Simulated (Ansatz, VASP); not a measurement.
**Lu2ScN3: VASP beside Ansatz**

```
Lu Sc N
1.0
     3.45507    0.00000    0.00000
    -1.72753    2.99218    0.00000
     0.00000    0.00000    9.10613
Lu Sc N
2 1 3
Direct
  0.66667 0.33333 0.66802
  0.66667 0.33333 0.33198
  0.00000 0.00000 0.00000
  0.00000 0.00000 0.21937
  0.00000 0.00000 0.78063
  0.00000 0.00000 0.50000
```

Alike in both runs: functional PBE; k mesh 12 × 12 × 4; occupations gaussian, width 0.1 eV; no spin polarisation.

Ansatz relaxed the structure, and its values are those at the end. VASP's run is a single point on that final structure, the one shown.

|  | VASP | Ansatz |
| --- | --- | --- |
| version | VASP 6.6.1 | Ansatz 0.2.0 |
| potentials or method | VASP PAW PBE potentials, release 64 (Lu, Sc_sv, N), cutoff 520 eV | scalar-relativistic, plane waves, PAW |
| valence electrons in the cell | 76 | 76 |

```tsv
	VASP	Ansatz	Ansatz less VASP
gap on the k mesh at the Fermi level (eV)	none	none	-
pressure (GPa)	0.7	0.0	-0.74
rms of the force components (eV/Å)	0.012	0.000	-0.0117
```

A gap of «none» marks a metal or a gap that the smearing closes.

Spin-orbit coupling is off throughout.
